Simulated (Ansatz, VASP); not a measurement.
GaAs: VASP beside Ansatz

INCAR

```
ALGO = Normal ; EDIFF = 1E-6
ENCUT = 520 ; GGA = PS
GGA_COMPAT = F ; ISIF = 2
ISMEAR = -1 ; LASPH = T
LCHARG = F ; LORBIT = 11
LORBMOM = T ; LREAL = F
LSORBIT = T ; LWAVE = F
MAGMOM = 0 0 0 0 0 0 ; NBANDS = 30
NELM = 150 ; PREC = Accurate
SIGMA = 0.01
```

Contents of KPOINTS:

```
k-points
0
Gamma
  8 8 8
```

The input POSCAR:

```
GaAs
1.0
    2.7262403667      2.7262403667      0.0000000000
   -2.7262403667      2.7262403667      0.0000000000
    0.0000000000      2.7262403667      2.7262403667
Ga As
1 1
Direct
    0.0000000000      0.0000000000      0.0000000000
    0.7500000000      0.2500000000      0.5000000000
```

Input for Ansatz:

```yaml
crystal:
  lattice:
    - [2.72624036666, 2.72624036666, 0.0]
    - [-2.72624036666, 2.72624036666, 0.0]
    - [0.0, 2.72624036666, 2.72624036666]
  atoms:
    - { symbol: Ga, position: [0.0, 0.0, 0.0] }
    - { symbol: As, position: [0.75, 0.25, 0.5] }
kpoints:
  mp_grid: { grid: [8, 8, 8] }
scf:
  occupations: { method: fermi_dirac, width: 0.01 }
  convergence: { dr2_threshold: 1.0e-10 }
hamiltonian:
  xc: pbesol
  pseudopotentials: { kind: all_electron, lapw: { basis_error: 0.0005 } }
magnetization:
  noncollinear: true
  spin_orbit: true
output:
  forces: true
  stress: true
  eigenstates:
    kpoints:
      - [0.0, 0.0, 0.0]
      - [0.5, 0.0, 0.0]
      - [0.0, 0.5, 0.5]
      - [0.0, -0.5, 0.0]
      - [0.5, 0.0, 0.5]
      - [-0.5, -0.5, -0.5]
      - [-0.5, 0.5, 0.0]
      - [0.0, 0.0, -0.5]
  eigenvalues: true
```

Alike in both runs: task single point; functional PBEsol; k mesh 8 × 8 × 8; occupations fermi-dirac, width 0.01 eV; non-collinear spin, spin-orbit coupling.

|  | VASP | Ansatz |
| --- | --- | --- |
| version | VASP 6.6.1 | Ansatz 0.2.0 |
| potentials or method | VASP PAW PBE potentials, release 64 (Ga_d, As), cutoff 520 eV | all-electron LAPW |

```tsv
	VASP	Ansatz	Ansatz less VASP
pressure (GPa)	10.3	10.0	-0.29
net moment per atom (μB)	0.00	0.00	0.000
```

VASP's potentials were made for PBE, not for PBEsol. Ansatz ran all-electron here, and VASP with PAW potentials.
